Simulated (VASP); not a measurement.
Write the native input for VASP 6.6.1 that does the following.

```
Task                   : single point
Functional             : LDA
Potentials or basis    : VASP PAW LDA potentials, release 64 (Hg)
Cutoff                 : 520 eV
k mesh                 : 15 × 15 × 15
Occupations            : fermi-dirac, width 0.1 eV
Spin                   : no spin polarisation
Dipole correction      : no
Further INCAR settings : ALGO = Normal; EDIFF = 1e-06; NBANDS = 12
```

The structure of Hg lies in POSCAR:

```
Hg
1.0
   -1.5634143413      1.5634143413      1.5634143413
    1.5634143413     -1.5634143413      1.5634143413
    1.5634143413      1.5634143413     -1.5634143413
Hg
1
Direct
    0.0000000000      0.0000000000      0.0000000000
```

This cell differs from its parent crystal: volume scaled by 0.68.

These files were run (other wordings do the same):

INCAR

```
PREC = Accurate ; ENCUT = 520
EDIFF = 1E-6 ; ISMEAR = -1
SIGMA = 0.1 ; LREAL = False
LASPH = True ; NELM = 80
ALGO = Normal ; ISIF = 2
LWAVE = False ; LCHARG = True
GGA = CA ; LELF = True
LVHAR = True ; NBANDS = 12
```

KPOINTS

```
regular mesh
0
Gamma
  15 15 15
```

Potentials or basis: VASP PAW LDA potentials, release 64 (Hg).

Launch:

```console
$ cat potpaw_LDA.64/Hg/POTCAR > POTCAR
$ mpirun -np 1 vasp_std > vasp.out
```

Results of the run:

```yaml
Pressure: 73.6 GPa
Band_gap_on_the_k_mesh: zero (band 6 reaches 10.41 eV, above the bottom of band 7 at 7.50 eV)
```

Caveat: spin-orbit coupling is left out, which moves the levels of the heavy elements.

Wall time 6.9 s on 1 thread of Intel(R) Xeon(R) 6975P-C (Granite Rapids), on a shared host, peak memory 0.13 GiB.
